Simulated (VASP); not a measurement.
The system is TiC.

```
Ti C
1.0
     0.00000    2.16572    2.16572
     2.16572    0.00000    2.16572
     2.16572    2.16572    0.00000
Ti C
1 1
Direct
  0.00000 0.00000 0.00000
  0.50000 0.50000 0.50000
```

| Property | Result |
| --- | --- |
| Program | VASP 6.6.1 |
| Task | relaxation of cell and atoms |
| Functional | RPBE |
| Dispersion | D4 |
| Potentials or basis | VASP PAW PBE potentials, release 64 (Ti_sv, C) |
| Cutoff | 600 eV |
| k mesh | 11 × 11 × 11 |
| Occupations | fermi-dirac, width 0.05 eV |
| Spin | no spin polarisation |

At the start: pressure -5.7 GPa; volume 10.16 Å³/atom.

Q: Where does the relaxation end?

A: Over 3 steps the energy falls by 4.3 meV/atom and the volume is 9.92 Å³/atom (-2.3 %); space group Fm-3m (No. 225, to 0.05 Å).

Step by step:
```
step  energy change (eV)  largest force (eV/Å)  pressure (GPa)  volume (Å³)
   1              0.0000                0.0000           -5.75        20.32
   2              0.0053                0.0000            7.91        19.26
   3             -0.0087                0.0000           -0.03        19.84
```

Final structure:
```
Ti C
1.0
     0.00000    2.14883    2.14883
     2.14883    0.00000    2.14883
     2.14883    2.14883    0.00000
Ti C
1 1
Direct
  0.00000 0.00000 0.00000
  0.50000 0.50000 0.50000
```

Caveat: the PAW data sets were made with another functional, which shifts forces and pressure a little; pairwise dispersion overbinds metals, which lowers pressure and volume.
